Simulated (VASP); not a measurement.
Runs of VASP 6.6.1 on Fe. The structure is that of space group P6/mmm (No. 191), or close to it. The cells are those of the table. This isn't the form of Fe at room conditions, which is bcc.

| cell | k mesh | gap on the mesh (eV) | pressure (GPa) | moment (μB) |
| --- | --- | --- | --- | --- |
| a = 4.100, b = 4.100, c = 2.331 Å, angles 90.0, 90.0, 120.0°, 3 atoms | 9 × 9 × 13 | none | (a) | 7.02 |
| a = 3.929, b = 3.929, c = 2.234 Å, angles 90.0, 90.0, 120.0°, 3 atoms | 10 × 10 × 15 | none | 3.2 | 0.47 |
| a = 3.988, b = 3.988, c = 2.267 Å, angles 90.0, 90.0, 120.0°, 3 atoms | 10 × 10 × 15 | none | -8.4 | 1.26 |
| a = 4.100, b = 4.100, c = 2.331 Å, angles 90.0, 90.0, 120.0°, 3 atoms | 10 × 10 × 15 | none | (c) | 3.71 |
| a = 4.258, b = 4.258, c = 2.421 Å, angles 90.0, 90.0, 120.0°, 3 atoms | 10 × 10 × 15 | none | -14.8 | (b) |
| a = 4.154, b = 4.154, c = 2.362 Å, angles 90.0, 90.0, 120.0°, 3 atoms | 10 × 10 × 15 | none | -6.1 | 7.30 |
| a = 4.207, b = 4.207, c = 2.391 Å, angles 90.0, 90.0, 120.0°, 3 atoms | 10 × 10 × 15 | none | -11.0 | 7.56 |
| a = 4.045, b = 4.045, c = 2.299 Å, angles 90.0, 90.0, 120.0°, 3 atoms | 10 × 10 × 15 | none | -10.9 | 3.59 |

Alike in all rows: task single point; level PBEsol; potentials or basis VASP PAW PBE potentials, release 64 (Fe); spin collinear, ferromagnetic start; cutoff (eV) 520; smearing fermi-dirac 0.05 eV.

Question: Fill in the values left out.

Answer: (a) 0.0; (b) 7.82; (c) -18.1.

Caveats: the PAW data sets were made with another functional, which shifts forces and pressure a little; the cell stands under tension (at least some runs); the stress differs along the axes, from -11 to 31 GPa (at least some runs); the stress differs along the axes, from -20 to 15 GPa (at least some runs); the stress differs along the axes, from -23 to -8 GPa (at least some runs); the stress differs along the axes, from -17 to 2 GPa (at least some runs).

A gap of «none» marks levels without a gap at the run's occupations.
